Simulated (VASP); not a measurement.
Crystal: TaTe.

```
Ta Te
1.0
     3.42009    0.00000    0.00000
     0.00000    3.42009    0.00000
     0.00000    0.00000    3.42009
Ta Te
1 1
Direct
  0.50000 0.50000 0.50000
  0.00000 0.00000 0.00000
```

Base run:

| Quantity | Value |
| --- | --- |
| Program | VASP 6.6.1 |
| Functional | PBE |
| Potentials or basis | VASP PAW PBE potentials, release 64 (Ta_pv, Te) |
| Cutoff | 520 eV |
| k mesh | 8 × 8 × 8 |
| Occupations | fermi-dirac, width 0.05 eV |
| Spin | no spin polarisation |
| Hubbard terms | Ta d U = 5.0 eV |

Its results: pressure 7.3 GPa.

Q: The run is repeated on the same cell with these changes: hubbard terms from Ta d U = 5.0 eV to none. What comes out?

A: Pressure 0.1 GPa.

Caveats: U without spin polarisation on a metal has little footing (some runs); the U is typed as a test and isn't derived for this compound (some runs).
